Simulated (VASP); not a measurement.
# KF (Pm-3m) in VASP: further runs, part 2 of 2

VASP 6.6.1. The steps go on from the part before.

### Step 3. Single point, LDA, collinear spin, ferromagnetic start

This run uses another cell than the first one, of 16.96 Å³/atom, 1.021 times its volume.

INCAR reads:

```
SYSTEM = KF
ALGO = Normal ; EDIFF = 1E-6
ENCUT = 520 ; ISIF = 2
ISMEAR = 0 ; ISPIN = 2
LASPH = .TRUE. ; LCHARG = .FALSE.
LORBIT = 11 ; LREAL = .FALSE.
LWAVE = .FALSE. ; MAGMOM = 0.5 0
NBANDS = 19 ; NELM = 150
PREC = Accurate ; SIGMA = 0.02
```

KPOINTS reads:

```
k-points
0
G
  8 8 8
  0 0 0
```

POSCAR reads:

```
KF
1.0
    3.2370821598      0.0000000000      0.0000000000
    0.0000000000      3.2370821598      0.0000000000
    0.0000000000      0.0000000000      3.2370821598
K F
1 1
Direct
    0.0000000000      0.0000000000      0.0000000000
    0.5000000000      0.5000000000      0.5000000000
```

Potentials or basis: VASP PAW LDA potentials, release 64 (K_sv, F).

Command:

```bash
$ cat potpaw_LDA.64/K_sv/POTCAR potpaw_LDA.64/F/POTCAR > POTCAR
$ mpirun -np 1 vasp_std > vasp.out
```

OUTCAR:

```text
SYSTEM = KF
   EDIFF = 1E-6
   ENCUT = 520
   ISIF = 2
   ISMEAR = 0
   ISPIN = 2
   LASPH = .TRUE.
   LORBIT = 11
   LREAL = .FALSE.
   NELM = 150
   PREC = Accurate

 ion  position               nearest neighbor table
   1  0.000  0.000  0.000-   2 2.80   2 2.80   2 2.80   2 2.80   2 2.80   2 2.80   2 2.80   2 2.80

   2  0.500  0.500  0.500-   1 2.80   1 2.80   1 2.80   1 2.80   1 2.80   1 2.80   1 2.80   1 2.80

  LATTYP: Found a simple cubic cell.
 ALAT       =     3.2370821598

  Lattice vectors:

 A1 = (   3.2370821598,   0.0000000000,   0.0000000000)
 A2 = (   0.0000000000,   3.2370821598,   0.0000000000)
 A3 = (   0.0000000000,   0.0000000000,   3.2370821598)

Analysis of symmetry for initial positions (statically):
=====================================================================
 Subroutine PRICEL returns:
 Original cell was already a primitive cell.

 Routine SETGRP: Setting up the symmetry group for a
 simple cubic supercell.

 Subroutine GETGRP returns: Found 48 space group operations
 (whereof 48 operations were pure point group operations)
 out of a pool of 48 trial point group operations.

The static configuration has the point symmetry O_h .

Analysis of symmetry for dynamics (positions and initial velocities):
=====================================================================
 Subroutine PRICEL returns:
 Original cell was already a primitive cell.

 Routine SETGRP: Setting up the symmetry group for a
 simple cubic supercell.

 Subroutine GETGRP returns: Found 48 space group operations
 (whereof 48 operations were pure point group operations)
 out of a pool of 48 trial point group operations.

The dynamic configuration has the point symmetry O_h .

Analysis of structural, dynamic, and magnetic symmetry:
=====================================================================
 Subroutine PRICEL returns:
 Original cell was already a primitive cell.

 Routine SETGRP: Setting up the symmetry group for a
 simple cubic supercell.

 Subroutine GETGRP returns: Found 48 space group operations
 (whereof 48 operations were pure point group operations)
 out of a pool of 48 trial point group operations.

The overall configuration has the point symmetry O_h .

 Subroutine INISYM returns: Found 48 space group operations
 (whereof 48 operations are pure point group operations),
 and found     1 'primitive' translations

----------------------------------------------------------------------------------------

                                     Primitive cell

  volume of cell :      33.9204

  direct lattice vectors                    reciprocal lattice vectors
     3.237082160  0.000000000  0.000000000     0.308920179  0.000000000  0.000000000
     0.000000000  3.237082160  0.000000000     0.000000000  0.308920179  0.000000000
     0.000000000  0.000000000  3.237082160     0.000000000  0.000000000  0.308920179

  length of vectors
     3.237082160  3.237082160  3.237082160     0.308920179  0.308920179  0.308920179

  position of ions in fractional coordinates (direct lattice)
     0.000000000  0.000000000  0.000000000
     0.500000000  0.500000000  0.500000000

  ion indices of the primitive-cell ions
   primitive index   ion index
                 1           1
                 2           2

----------------------------------------------------------------------------------------

[... 61 lines left out ...]
   ISTART =      0    job   : 0-new  1-cont  2-samecut
   ICHARG =      2    charge: 1-file 2-atom 10-const
   ISPIN  =      2    spin polarized calculation?
   LNONCOLLINEAR =      F non collinear calculations
   LSORBIT =      F    spin-orbit coupling
   LASPH  =      T    aspherical Exc in radial PAW
   ENCUT  =  520.0 eV  38.22 Ry    6.18 a.u.   6.02  6.02  6.02*2*pi/ulx,y,z
   NELM   =    150;   NELMIN=  2; NELMDL= -5     # of ELM steps
   EDIFF  = 0.1E-05   stopping-criterion for ELM
   LREAL  =      F    real-space projection
   EDIFFG = 0.1E-04   stopping-criterion for IOM
   NSW    =      0    number of steps for IOM
   IBRION =     -1    ionic relax: 0-MD 1-quasi-New 2-CG
   NFREE  =      0    steps in history (QN), initial steepest desc. (CG)
   ISIF   =      2    stress and relaxation
   ISYM   =      2    0-nonsym 1-usesym 2-fastsym
   POTIM  = 0.5000    time-step for ionic-motion
   TEBEG  =    0.0;   TEEND  =   0.0 temperature during run
   PSTRESS=    0.0 pullay stress
   NELECT =      16.0000    total number of electrons
   NUPDOWN=      -1.0000    fix difference up-down
   EMIN   =  10.00;   EMAX   =-10.00  energy-range for DOS
   EFERMI =   0.00;   METHOD = LEGACY
   ISMEAR =     0;   SIGMA  =   0.02  broadening in eV -4-tet -1-fermi 0-gaus
   EFERMI_NEDOS =   21; number of points for ismear=-14 and -15
   IALGO  =     38    algorithm
   IMIX   =      4    mixing-type and parameters
     AMIX     =   0.40;   BMIX     =  1.00
     AMIX_MAG =   1.60;   BMIX_MAG =  1.00
  volume/ion in A,a.u.               =      16.96       114.45
  Fermi-wavevector in a.u.,A,eV,Ry     =   1.274367  2.408204 22.096006  1.624011
  Thomas-Fermi vector in A             =   2.407139
   LORBIT       =     11    0 simple, 1 ext, 2 COOP (PROOUT), +10 PAW based schemes
   GGA     = CA    functional components
   LHFCALC =     F    Hartree Fock is set to
   AEXX    =    0.0000 exact exchange contribution
   IVDW    =     0    specifies the selected vdW correction
   LEPSILON=     F    determine dielectric tensor
   LRPA    =     F    only Hartree local field effects (RPA)
 spin polarized calculation
 Gauss-broadening in eV      SIGMA  =   0.02
  energy-cutoff  :      520.00
  volume of cell :       33.92
 maximum number of plane-waves:       932
   NGX = 13   NGY = 13   NGZ = 13

 number of electron      15.9999988 magnetization       0.0000436

 number of electron      15.9999988 magnetization      -0.0000232

 Free energy of the ion-electron system (eV)
  ---------------------------------------------------
  ext. energy  EPLUGINS =         0.00000000
  ---------------------------------------------------
  free energy    TOTEN  =        -8.89142327 eV

  energy without entropy =       -8.89142327  energy(sigma->0) =       -8.89142327

 E-fermi :  -2.2618     XC(G=0):  -9.8251

 val. band max:       -2.3976744279   @ k =   0.5000   0.5000   0.0000
 cond. band min:       3.6519839542   @ k =   0.0000   0.0000   0.0000
 fundamental gap:      6.0496583821
 Fermi energy:        -2.2617728709

 spin component 1

 k-point     1 :       0.0000    0.0000    0.0000
  band No.  band energies     occupation
      1     -28.8646      1.00000
      2     -20.8818      1.00000
      3     -12.0846      1.00000
      4     -12.0846      1.00000
      5     -12.0846      1.00000
      6      -2.4449      1.00000
[... 517 lines left out ...]
     18      21.2621      0.00000
     19      21.5861      0.00000

 [... further k-points ...]

 spin component 2

 k-point     1 :       0.0000    0.0000    0.0000
  band No.  band energies     occupation
      1     -28.8647      1.00000
      2     -20.8818      1.00000
      3     -12.0846      1.00000
      4     -12.0846      1.00000
      5     -12.0846      1.00000
      6      -2.4449      1.00000
[... 517 lines left out ...]
     18      21.2621      0.00000
     19      21.5861      0.00000

 [... further k-points ...]
[... 5 lines left out ...]
  --------------------------------------------------------------------------------------
  -------------------------------------------------------------------------------------
  Total       -1.1050952     -1.1050952     -1.1050952     -0.0000000     -0.0000000      0.0000000
  in kB      -52.1974301    -52.1974301    -52.1974301     -0.0000000     -0.0000000      0.0000000
  external PRESSURE =     -52.1974301 kB  Pullay stress =       0.0000000 kB

 VOLUME and BASIS-vectors are now :
 -----------------------------------------------------------------------------
  energy-cutoff  :      520.00
  volume of cell :       33.92
      direct lattice vectors                 reciprocal lattice vectors
     3.237082160  0.000000000  0.000000000     0.308920179  0.000000000  0.000000000
     0.000000000  3.237082160  0.000000000     0.000000000  0.308920179  0.000000000
     0.000000000  0.000000000  3.237082160     0.000000000  0.000000000  0.308920179

 POSITION                                       TOTAL-FORCE (eV/Angst)
 -----------------------------------------------------------------------------------
      0.00000      0.00000      0.00000         0.000000      0.000000      0.000000
      1.61854      1.61854      1.61854         0.000000      0.000000      0.000000
 -----------------------------------------------------------------------------------
    total drift:                                0.000000      0.000000     -0.000000

  FREE ENERGIE OF THE ION-ELECTRON SYSTEM (eV)
  ---------------------------------------------------
  free  energy   TOTEN  =        -8.8914232736 eV

  energy  without entropy=       -8.8914232736  energy(sigma->0) =       -8.89142327

 total charge

# of ion       s       p       d       tot
------------------------------------------
    1        1.955   5.563   0.032   7.550
    2        1.721   4.316   0.000   6.037
--------------------------------------------------
tot          3.676   9.880   0.032  13.587

 magnetization (x)

# of ion       s       p       d       tot
------------------------------------------
    1        0.000   0.000  -0.000   0.000
    2       -0.000  -0.000   0.000  -0.000
--------------------------------------------------
tot          0.000   0.000  -0.000   0.000
```

OSZICAR:

```text
N       E                     dE             d eps       ncg     rms          rms(c)
DAV:   1     0.117431561800E+03    0.11743E+03   -0.77341E+03  2660   0.810E+02
DAV:   2    -0.550483236263E+01   -0.12294E+03   -0.10883E+03  3123   0.248E+02
DAV:   3    -0.987463630119E+01   -0.43698E+01   -0.43397E+01  3465   0.428E+01
DAV:   4    -0.998838574609E+01   -0.11375E+00   -0.11366E+00  3561   0.635E+00
DAV:   5    -0.999064108886E+01   -0.22553E-02   -0.22553E-02  3473   0.716E-01    0.611E+00
DAV:   6    -0.898932830331E+01    0.10013E+01   -0.20205E+00  2960   0.106E+01    0.401E+00
DAV:   7    -0.892982776425E+01    0.59501E-01   -0.69002E-02  3094   0.182E+00    0.221E+00
DAV:   8    -0.889114603687E+01    0.38682E-01   -0.36806E-02  3231   0.159E+00    0.714E-01
DAV:   9    -0.889140467561E+01   -0.25864E-03   -0.18409E-03  3153   0.335E-01    0.177E-01
DAV:  10    -0.889138681971E+01    0.17856E-04   -0.28513E-04  3447   0.146E-01    0.723E-02
DAV:  11    -0.889142025663E+01   -0.33437E-04   -0.39685E-05  3351   0.507E-02    0.424E-02
DAV:  12    -0.889142781135E+01   -0.75547E-05   -0.80345E-06  3255   0.244E-02    0.199E-02
DAV:  13    -0.889142629763E+01    0.15137E-05   -0.23673E-06  3449   0.148E-02    0.109E-02
DAV:  14    -0.889142325364E+01    0.30440E-05   -0.29324E-07  1528   0.545E-03    0.979E-04
DAV:  15    -0.889142327362E+01   -0.19980E-07   -0.40537E-08  1450   0.137E-03
   1 F= -.88914233E+01 E0= -.88914233E+01  d E =-.584264E-24  mag=    -0.0000
```

Run time: 24 s. Hardware: 1 thread of Intel Xeon Platinum 8259CL at 2.50GHz (Skylake/Cascade Lake), shared host; peak memory 0.15 GiB.

Results:

```yaml
Free_energy: -8.8914 eV
Pressure: -5.2 GPa
Band_gap_on_the_k_mesh: 6.05 eV, indirect (least direct gap 6.10 eV)
Net_moment: 0.00 μB per cell
Valence_electrons_inside_the_program's_atomic_spheres: K 7.55; F 6.04
```

Levels at points of the mesh, in eV from the valence-band top:
Spin up:
| k point | band 4 | band 5 | band 6 | band 7 | band 8 | band 9 | band 10 | band 11 | band 12 | band 13 |
| --- | --- | --- | --- | --- | --- | --- | --- | --- | --- | --- |
| (0.00, 0.00, 0.00) | -9.69 | -9.69 | -0.05 | -0.05 | -0.05 | 6.05 | 8.10 | 8.10 | 13.97 | 13.97 |
| (0.50, 0.00, 0.00) | -9.56 | -9.56 | -1.31 | -0.18 | -0.18 | 9.16 | 9.23 | 10.74 | 12.46 | 12.46 |
| (0.50, 0.50, 0.00) | -10.55 | -9.47 | -0.63 | -0.63 | 0.00 | 8.31 | 8.80 | 11.86 | 11.86 | 14.09 |
| (0.50, 0.50, 0.50) | -10.32 | -10.32 | -1.12 | -1.12 | -1.12 | 10.37 | 10.37 | 10.37 | 15.02 | 15.02 |
Spin down:
| k point | band 5 | band 6 | band 7 | band 8 | band 9 | band 10 | band 11 | band 12 |
| --- | --- | --- | --- | --- | --- | --- | --- | --- |
| (0.00, 0.00, 0.00) | -9.69 | -0.05 | -0.05 | -0.05 | 6.05 | 8.10 | 8.10 | 13.97 |
| (0.50, 0.00, 0.00) | -9.56 | -1.31 | -0.18 | -0.18 | 9.16 | 9.23 | 10.74 | 12.46 |
| (0.50, 0.50, 0.00) | -9.47 | -0.63 | -0.63 | 0.00 | 8.31 | 8.80 | 11.86 | 11.86 |
| (0.50, 0.50, 0.50) | -10.32 | -1.12 | -1.12 | -1.12 | 10.37 | 10.37 | 10.37 | 15.02 |
